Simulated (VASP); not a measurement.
Write the native input for VASP 6.6.1 that does the following.

```yaml
Task: single point
Functional: PBEsol
Potentials_or_basis: VASP PAW PBE potentials, release 64 (Ga_d, In_d, P)
Cutoff: 400 eV
k_mesh: 6 × 4 × 2
Occupations: fermi-dirac, width 0.05 eV
Spin: no spin polarisation
Dipole_correction: no
Further_INCAR_settings: ALGO = Normal; EDIFF = 1e-06; NBANDS = 66
```

The structure of InGa5P6 (an interface model) lies in POSCAR:

```
InGa5P6
1.0
    2.7192440000     -2.7192440000      0.0000000000
    0.0000000000      0.0000000000      5.4384880000
   -8.3436142647     -8.3436142647      0.0000000000
Ga In P
5 1 6
Direct
    0.0000000000      0.0022590000      0.6711520000
    0.0000000000      0.0023050000      0.3479070000
    0.5000000000      0.5032260000      0.5096470000
    0.5000000000      0.5009080000      0.8360480000
    0.5000000000      0.5009460000      0.1832870000
    0.0000000000      0.0029400000      0.0095420000
    0.0000000000      0.2538250000      0.5095400000
    0.0000000000      0.2559600000      0.8312300000
    0.0000000000      0.2559800000      0.1878470000
    0.5000000000      0.7539790000      0.3458850000
    0.5000000000      0.7539290000      0.6733980000
    0.5000000000      0.7137420000      0.0096580000
```

The input as run:

INCAR

```
  ALGO = Normal
  EDIFF = 1E-6
  ENCUT = 400
  GGA = PS
  GGA_COMPAT = False
  ISIF = 2
  ISMEAR = -1
  LASPH = True
  LCHARG = False
  LREAL = False
  LWAVE = False
  NBANDS = 66
  NELM = 120
  PREC = Accurate
  SIGMA = 0.05
```

KPOINTS

```
k-points
0
Gamma
  6 4 2
```

Potentials or basis: VASP PAW PBE potentials, release 64 (Ga_d, In_d, P).

Launch:

```console
$ cat potpaw_PBE.64/Ga_d/POTCAR potpaw_PBE.64/In_d/POTCAR potpaw_PBE.64/P/POTCAR > POTCAR
$ mpirun -np 1 vasp_std > vasp.out
```

It gave:

| Property | Result |
| --- | --- |
| Pressure | 1.2 GPa |
| Largest force | 0.009 eV/Å |
| Band gap on the k mesh | 1.15 eV |

Caveat: the PAW data sets were made with another functional, which shifts forces and pressure a little; spin-orbit coupling is left out, which moves the levels of the heavy elements.

Run time: 10 min on 1 thread of Intel Xeon 8259CL (shared host), peak memory 0.4 GiB.
